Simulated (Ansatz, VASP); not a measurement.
**One calculation of TlCl, two programs**

```
CELL_PARAMETERS angstrom
3.69389 0.00000 0.00000
0.00000 3.69389 0.00000
0.00000 0.00000 3.67542
ATOMIC_POSITIONS crystal
Tl 0.00000 0.00000 0.00000
Cl 0.50000 0.50000 0.50000
```

Change from the starting cell: z stretched by -0.5 %, x and y held.

Alike in both runs: task single point; functional LDA; k mesh 6 × 6 × 6; non-collinear spin, spin-orbit coupling.

|  | VASP | Ansatz |
| --- | --- | --- |
| version | VASP 6.6.1 | Ansatz 0.2.0 |
| potentials or method | VASP PAW LDA potentials, release 64 (Tl_d, Cl), cutoff 500 eV | all-electron LAPW |
| occupations | gaussian, width 0.01 eV | fixed |

```csv
,VASP,Ansatz,Ansatz less VASP
pressure (GPa),0.0,0.0,-0.07
"traceless stress, the component that is largest in VASP (GPa)",0.09,0.09,0.000
```

LDA's correlation is that of Perdew and Zunger in VASP and of Perdew and Wang (1992) in Ansatz. Ansatz ran all-electron here, and VASP with PAW potentials.
